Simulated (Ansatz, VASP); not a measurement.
# SiC in VASP and in Ansatz

File POSCAR:

```
SiC
1.0
    3.1391061337      0.0000000000      0.0000000000
   -1.5695530668      2.7185456570      0.0000000000
    0.0000000000      0.0000000000     10.2782572418
Si C
4 4
Direct
    0.0000000000      0.0000000000     -0.0001116998
    0.3333333333      0.6666666667      0.2498557241
    0.0000000000      0.0000000000      0.4998883002
    0.6666666667      0.3333333333      0.7498557241
    0.0000000000      0.0000000000      0.1872746013
    0.3333333333      0.6666666667      0.4379813744
    0.0000000000      0.0000000000      0.6872746013
    0.6666666667      0.3333333333      0.9379813744
```

INCAR.step1

```
PREC = Accurate
ENCUT = 520
ISMEAR = 0
SIGMA = 0.01
LREAL = F
LASPH = T
NELM = 100
NBANDS = 26
GGA = PE
ALGO = Normal
EDIFF = 1E-4
LWAVE = T
LCHARG = F
```

INCAR.step2

```
PREC = Accurate
ENCUT = 520
EDIFF = 1E-6
ISMEAR = 0
SIGMA = 0.01
LREAL = F
LASPH = T
NELM = 100
ALGO = Normal
ISIF = 2
LWAVE = F
LCHARG = T
METAGGA = R2SCAN
LMIXTAU = T
LELF = T
LVHAR = T
NBANDS = 26
ISTART = 1
```

Contents of KPOINTS:

```
Automatic mesh
0
Gamma
  12 12 4
```

Input for Ansatz:

```yaml
crystal:
  lattice:
    - [3.1391061337, 0.0, 0.0]
    - [-1.5695530668, 2.718545657, 0.0]
    - [0.0, 0.0, 10.2782572418]
  atoms:
    - { symbol: Si, position: [0.0, 0.0, -0.0001116998] }
    - { symbol: Si, position: [0.3333333333, 0.6666666667, 0.2498557241] }
    - { symbol: Si, position: [0.0, 0.0, 0.4998883002] }
    - { symbol: Si, position: [0.6666666667, 0.3333333333, 0.7498557241] }
    - { symbol: C, position: [0.0, 0.0, 0.1872746013] }
    - { symbol: C, position: [0.3333333333, 0.6666666667, 0.4379813744] }
    - { symbol: C, position: [0.0, 0.0, 0.6872746013] }
    - { symbol: C, position: [0.6666666667, 0.3333333333, 0.9379813744] }
kpoints:
  mp_grid: { grid: [12, 12, 4] }
  band_path:
    path:
      - [0.0, 0.0, 0.0]
      - [0.5, 0.0, 0.0]
      - [0.3333333333, 0.3333333333, 0.0]
      - [0.0, 0.0, 0.5]
      - [0.5, 0.0, 0.5]
      - [0.3333333333, 0.3333333333, 0.5]
      - [0.0, 0.5, 0.0]
    npoints: 1
hamiltonian:
  xc: r2scan
scf:
  occupations: { method: fixed }
  n_extra_bands: 6
output:
  forces: true
  stress: true
  eigenvalues: true
  write_density: true
  write_potential: true
  elf: true
  volumetric_format: npy
```

Change from the starting cell: hydrostatic strain +2.0%.

Alike in both runs: task single point; functional r2SCAN; k mesh 12 × 12 × 4; no spin polarisation.

|  | VASP | Ansatz |
| --- | --- | --- |
| version | VASP 6.6.1 | Ansatz 0.2.0 |
| potentials or method | VASP PAW PBE potentials, release 64 (Si, C) | plane waves, PAW |
| plane-wave cutoff (eV) | 520 | 500 |
| occupations | gaussian, width 0.01 eV | fixed |
| valence electrons in the cell | 32 | 32 |

Ansatz gave:

| Property | Result |
| --- | --- |
| gap on the k mesh at the Fermi level (eV) | 2.57 |
| pressure (GPa) | -12.0 |
| traceless stress, the component that is largest in VASP (GPa) | 0.10 |

Problem. Estimate VASP's values.

Solution. gap on the k mesh at the Fermi level (eV): 2.58; pressure (GPa): -12.2; traceless stress, the component that is largest in VASP (GPa): 0.11.

VASP's potentials were made for PBE, not for r2SCAN.
